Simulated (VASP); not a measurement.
# BN (I-4m2) in VASP: further runs, part 3 of 4

VASP 6.6.1. Earlier steps stand in the parts before.

**6. Electric field gradients, PBE (equal xx and yy strain of +3 %)**

Contents of INCAR:

```
SYSTEM = BN
ALGO = Normal
EDIFF = 1E-8
ENCUT = 520
GGA = PE
GGA_COMPAT = .FALSE.
ISIF = 2
ISMEAR = -1
LASPH = .TRUE.
LCHARG = .FALSE.
LEFG = .TRUE.
LREAL = .FALSE.
LWAVE = .FALSE.
NBANDS = 11
NELM = 120
PREC = Accurate
SIGMA = 0.03
```

Contents of KPOINTS:

```
k-points
0
G
  13 13 13
  0 0 0
```

Contents of POSCAR:

```
BN
1.0
    0.0000000000      1.8617250000      1.8075000000
    1.8617250000      0.0000000000      1.8075000000
    1.8617250000      1.8617250000      0.0000000000
B N
1 1
Direct
    0.0000000000      0.0000000000      0.0000000000
    0.7500000000      0.7500000000      0.7500000000
```

Potentials or basis: VASP PAW PBE potentials, release 64 (B, N).

The run is started by

```bash
> cat potpaw_PBE.64/B/POTCAR potpaw_PBE.64/N/POTCAR > POTCAR
> mpirun -np 1 vasp_std > vasp.out
```

OUTCAR:

```text
SYSTEM = BN
   EDIFF = 1E-8
   ENCUT = 520
   GGA = PE
   ISIF = 2
   ISMEAR = -1
   LASPH = .TRUE.
   LREAL = .FALSE.
   NELM = 120
   PREC = Accurate

 ion  position               nearest neighbor table
   1  0.000  0.000  0.000-   2 1.60   2 1.60   2 1.60   2 1.60
   2  0.750  0.750  0.750-   1 1.60   1 1.60   1 1.60   1 1.60

  LATTYP: Found a body centered tetragonal cell.
 ALAT       =     2.6328767444
 C/A-ratio  =     1.3730228761

  Lattice vectors:

 A1 = (   0.0000000000,  -1.8617250000,  -1.8075000000)
 A2 = (   0.0000000000,   1.8617250000,  -1.8075000000)
 A3 = (   1.8617250000,   0.0000000000,   1.8075000000)

Analysis of symmetry for initial positions (statically):
=====================================================================
 Subroutine PRICEL returns:
 Original cell was already a primitive cell.

 Routine SETGRP: Setting up the symmetry group for a
 body centered tetragonal supercell.

 Subroutine GETGRP returns: Found  8 space group operations
 (whereof  8 operations were pure point group operations)
 out of a pool of 16 trial point group operations.

The static configuration has the point symmetry D_2d.

Analysis of symmetry for dynamics (positions and initial velocities):
=====================================================================
 Subroutine PRICEL returns:
 Original cell was already a primitive cell.

 Routine SETGRP: Setting up the symmetry group for a
 body centered tetragonal supercell.

 Subroutine GETGRP returns: Found  8 space group operations
 (whereof  8 operations were pure point group operations)
 out of a pool of 16 trial point group operations.

The dynamic configuration has the point symmetry D_2d.

 Subroutine INISYM returns: Found  8 space group operations
 (whereof  8 operations are pure point group operations),
 and found     1 'primitive' translations

----------------------------------------------------------------------------------------

                                     Primitive cell

  volume of cell :      12.5297

  direct lattice vectors                    reciprocal lattice vectors
     0.000000000  1.861725000  1.807500000    -0.268568129  0.268568129  0.276625173
     1.861725000  0.000000000  1.807500000     0.268568129 -0.268568129  0.276625173
     1.861725000  1.861725000  0.000000000     0.268568129  0.268568129 -0.276625173

  length of vectors
     2.594817185  2.594817185  2.632876744     0.469871436  0.469871436  0.469871436

  position of ions in fractional coordinates (direct lattice)
     0.000000000  0.000000000  0.000000000
     0.750000000  0.750000000  0.750000000

  ion indices of the primitive-cell ions
   primitive index   ion index
                 1           1
                 2           2

----------------------------------------------------------------------------------------

 KPOINTS: k-points

Automatic generation of k-mesh.
 Grid dimensions read from file:
[... 80 lines left out ...]
   ISMEAR =    -1;   SIGMA  =   0.03  broadening in eV -4-tet -1-fermi 0-gaus
   EFERMI_NEDOS =   21; number of points for ismear=-14 and -15
   IALGO  =     38    algorithm
   IMIX   =      4    mixing-type and parameters
     AMIX     =   0.40;   BMIX     =  1.00
     AMIX_MAG =   1.60;   BMIX_MAG =  1.00
  volume/ion in A,a.u.               =       6.26        42.28
  Fermi-wavevector in a.u.,A,eV,Ry     =   1.409695  2.663937 27.038027  1.987239
  Thomas-Fermi vector in A             =   2.531724
   LORBIT       =      0    0 simple, 1 ext, 2 COOP (PROOUT), +10 PAW based schemes
   GGA     = PE    functional components
   LHFCALC =     F    Hartree Fock is set to
   AEXX    =    0.0000 exact exchange contribution
   IVDW    =     0    specifies the selected vdW correction
   LEPSILON=     F    determine dielectric tensor
   LRPA    =     F    only Hartree local field effects (RPA)
 non-spin polarized calculation
  energy-cutoff  :      520.00
  volume of cell :       12.53
 maximum number of plane-waves:       348
   NGX =  9   NGY =  9   NGZ =  9

 number of electron       8.0000002 magnetization

 Free energy of the ion-electron system (eV)
  ---------------------------------------------------
  ext. energy  EPLUGINS =         0.00000000
  ---------------------------------------------------
  free energy    TOTEN  =       -17.40477775 eV

  energy without entropy =      -17.40477775  energy(sigma->0) =      -17.40477775

 E-fermi :   7.4732     XC(G=0): -12.5335

 val. band max:        6.8720617298   @ k =   0.0000   0.0000   0.0000
 cond. band min:      10.8543139453   @ k =   0.4615   0.4615   0.0000
 fundamental gap:      3.9822522155
 Fermi energy:         7.4732437184

 k-point     1 :       0.0000    0.0000    0.0000
  band No.  band energies     occupation
      1     -12.8800      2.00000
      2       6.6047      2.00000
      3       6.6047      2.00000
      4       6.8721      2.00000
      5      15.1024      0.00000
      6      15.3086      0.00000
      7      15.3086      0.00000
      8      16.0920      0.00000
      9      30.3584      0.00000
     10      33.0308      0.00000
     11      33.8619      0.00000
[... 309 lines left out ...]
 k-point    24 :       0.4615    0.1538    0.0000
  band No.  band energies     occupation
      1      -9.0822      2.00000
      2      -2.1926      2.00000
      3       3.8128      2.00000
      4       3.8161      2.00000
      5      14.9787      0.00000
      6      18.3916      0.00000
      7      18.6484      0.00000
      8      20.5073      0.00000
      9      26.9185      0.00000
     10      32.0184      0.00000
     11      33.8349      0.00000

 [... further k-points ...]

------------------------ aborting loop because EDIFF is reached ----------------------------------------

  FORCE on cell =-STRESS in cart. coord.  units (eV):
  Direction    XX          YY          ZZ          XY          YZ          ZX
  --------------------------------------------------------------------------------------
  -------------------------------------------------------------------------------------
  Total       -1.7743933     -1.7743933     -0.4837489      0.0000000      0.0000000      0.0000000
  in kB     -226.8930055   -226.8930055    -61.8573323      0.0000000      0.0000000      0.0000000
  external PRESSURE =    -171.8811144 kB  Pullay stress =       0.0000000 kB

 VOLUME and BASIS-vectors are now :
 -----------------------------------------------------------------------------
  energy-cutoff  :      520.00
  volume of cell :       12.53
      direct lattice vectors                 reciprocal lattice vectors
     0.000000000  1.861725000  1.807500000    -0.268568129  0.268568129  0.276625173
     1.861725000  0.000000000  1.807500000     0.268568129 -0.268568129  0.276625173
     1.861725000  1.861725000  0.000000000     0.268568129  0.268568129 -0.276625173

 POSITION                                       TOTAL-FORCE (eV/Angst)
 -----------------------------------------------------------------------------------
      0.00000      0.00000      0.00000        -0.000000     -0.000000      0.000000
      2.79259      2.79259      2.71125         0.000000      0.000000     -0.000000
 -----------------------------------------------------------------------------------
    total drift:                               -0.000000     -0.000000      0.000001

  FREE ENERGIE OF THE ION-ELECTRON SYSTEM (eV)
  ---------------------------------------------------
  free  energy   TOTEN  =       -17.4047777543 eV

  energy  without entropy=      -17.4047777543  energy(sigma->0) =      -17.40477775

 Electric field gradients (V/A^2)
---------------------------------------------------------------------
 ion       V_xx      V_yy      V_zz      V_xy      V_xz      V_yz
---------------------------------------------------------------------
   1      -0.537    -0.537     1.075     0.000     0.000     0.000
   2       2.302     2.302    -4.604     0.000     0.001     0.001
---------------------------------------------------------------------

 Electric field gradients after diagonalization (V/A^2)
 (convention: |V_zz| > |V_xx| > |V_yy|)
----------------------------------------------------------------------
 ion       V_xx      V_yy      V_zz     asymmetry (V_yy - V_xx)/ V_zz
----------------------------------------------------------------------
   1      -0.537    -0.537     1.075       0.000
   2       2.302     2.302    -4.604       0.000
----------------------------------------------------------------------

           NMR quadrupolar parameters

 Cq : quadrupolar parameter    Cq=e*Q*V_zz/h
 eta: asymmetry parameters     (V_yy - V_xx)/ V_zz
 Q  : nuclear electric quadrupole moment in mb (millibarn)
----------------------------------------------------------------------
 ion       Cq(MHz)       eta       Q (mb)
----------------------------------------------------------------------
   1       0.003       0.000       1.000
   2      -0.011       0.000       1.000
----------------------------------------------------------------------
```

OSZICAR:

```text
N       E                     dE             d eps       ncg     rms          rms(c)
DAV:   1     0.100979176682E+02    0.10098E+02   -0.48758E+03  4387   0.714E+02
DAV:   2    -0.177715735549E+02   -0.27869E+02   -0.27090E+02  5259   0.162E+02
DAV:   3    -0.182833566022E+02   -0.51178E+00   -0.51119E+00  5035   0.190E+01
DAV:   4    -0.182839731686E+02   -0.61657E-03   -0.61656E-03  4636   0.749E-01
DAV:   5    -0.182839738159E+02   -0.64728E-06   -0.64725E-06  5011   0.235E-02    0.638E+00
DAV:   6    -0.174712161961E+02    0.81276E+00   -0.30496E+00  4549   0.977E+00    0.307E+00
DAV:   7    -0.174169668931E+02    0.54249E-01   -0.81622E-02  4786   0.243E+00    0.185E+00
DAV:   8    -0.174045570734E+02    0.12410E-01   -0.32871E-02  4693   0.130E+00    0.163E-01
DAV:   9    -0.174046765056E+02   -0.11943E-03   -0.10950E-03  4528   0.255E-01    0.779E-02
DAV:  10    -0.174047717693E+02   -0.95264E-04   -0.13113E-04  4689   0.979E-02    0.144E-02
DAV:  11    -0.174047777183E+02   -0.59490E-05   -0.10863E-05  4980   0.267E-02    0.106E-02
DAV:  12    -0.174047777435E+02   -0.25185E-07   -0.18180E-06  4777   0.908E-03    0.647E-04
DAV:  13    -0.174047777320E+02    0.11479E-07   -0.24945E-08  4776   0.153E-03    0.386E-04
DAV:  14    -0.174047777547E+02   -0.22683E-07   -0.46979E-09  3421   0.539E-04    0.970E-05
DAV:  15    -0.174047777543E+02    0.34595E-09   -0.13481E-10  2234   0.129E-04
   1 F= -.17404778E+02 E0= -.17404778E+02  d E =-.115391E-11
```

It took 24 s on 1 thread of AMD EPYC 7R13, shared host; peak memory 0.11 GiB.

Results:

```
Free energy                             : -17.4048 eV
Pressure                                : -17.2 GPa
Band gap on the k mesh                  : 3.98 eV (least direct gap 8.23 eV)
Largest electric field gradient by atom : B +1.1; N -4.6 V/Å²
```

Electric field gradients, principal values (V/Å²):
| atom | least | middle | greatest (by size) |
| --- | --- | --- | --- |
| 1 B | -0.537 | -0.537 | 1.075 |
| 2 N | 2.302 | 2.302 | -4.604 |

Caveat: the cell differs from its parent crystal (equal xx and yy strain of +3 %); the stress differs along the axes, from -23 to -6 GPa; without QUAD_EFG the Cq values of the log hold for a quadrupole moment of 1 mb, not for the nuclei.

[end of part 3 of 4]
